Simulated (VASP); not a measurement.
Write the native input for VASP 6.6.1 that does the following.

```
Task                   : single point
Functional             : PBE
Potentials or basis    : VASP PAW PBE potentials, release 64 (K_sv, Br)
Cutoff                 : 520 eV
k mesh                 : 10 × 10 × 10
Occupations            : gaussian, width 0.05 eV
Spin                   : no spin polarisation
Dipole correction      : no
Further INCAR settings : ALGO = Normal; EDIFF = 1e-07; NBANDS = 15
```

The structure of KBr lies in POSCAR:

```
KBr
1.0
    0.0000000000      3.3526732791      3.3526732791
    3.3526732791      0.0000000000      3.3526732791
    3.3526732791      3.3526732791      0.0000000000
K Br
1 1
Direct
    0.0000000000      0.0000000000      0.0000000000
    0.5000000000      0.5000000000      0.5000000000
```

These files were run (other wordings do the same):

INCAR

```
SYSTEM = KBr
PREC = Accurate
ENCUT = 520
EDIFF = 1E-7
ISMEAR = 0
SIGMA = 0.05
LREAL = .FALSE.
LASPH = .TRUE.
NELM = 80
ALGO = Normal
ISIF = 2
LWAVE = .FALSE.
LCHARG = .TRUE.
GGA = PE
LELF = .TRUE.
LVHAR = .TRUE.
NBANDS = 15
```

KPOINTS

```
regular mesh
0
G
  10 10 10
  0 0 0
```

Potentials or basis: VASP PAW PBE potentials, release 64 (K_sv, Br).

Run with:

```sh
$ cat potpaw_PBE.64/K_sv/POTCAR potpaw_PBE.64/Br/POTCAR > POTCAR
$ mpirun -np 1 vasp_std > vasp.out
```

It gave:

```
Pressure               : 0.0 GPa
Band gap on the k mesh : 4.31 eV, direct
```

Run time: 91 s on 1 thread of AMD EPYC 7R13, with other jobs on the host, peak memory 0.21 GiB.
